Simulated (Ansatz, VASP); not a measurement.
# One calculation of SiC, two programs

```xyz
4
Lattice="2.8836 0.0000 0.0000 -1.4418 2.4973 0.0000 0.0000 0.0000 4.7330" Properties=species:S:1:pos:R:3 pbc="T T T"
Si    0.0000    1.6649    0.0224
Si    1.4418    0.8324    2.3889
C     0.0000    1.6649    1.7998
C     1.4418    0.8324    4.1663
```

Alike in both runs: functional LDA; k mesh 12 × 12 × 6; occupations gaussian, width 0.05 eV; no spin polarisation.

Ansatz relaxed the structure, and its values are those at the end. VASP's run is a single point on that final structure, the one shown.

|  | VASP | Ansatz |
| --- | --- | --- |
| version | VASP 6.6.1 | Ansatz 0.2.0 |
| potentials or method | VASP PAW LDA potentials, release 64 (Si, C), cutoff 520 eV | scalar-relativistic, plane waves, PAW |
| valence electrons in the cell | 16 | 16 |

|  | VASP | Ansatz | Ansatz less VASP |
| --- | --- | --- | --- |
| gap on the k mesh at the Fermi level (eV) | 1.77 | 1.79 | +0.016 |
| least direct gap on the mesh (eV) | 4.26 | 4.28 | +0.018 |

Ansatz warns that its potentials were made for another functional, while VASP's fit it. LDA's correlation is that of Perdew and Zunger in VASP and of Perdew and Wang (1992) in Ansatz. Ansatz's warnings: stress scf threshold loose.
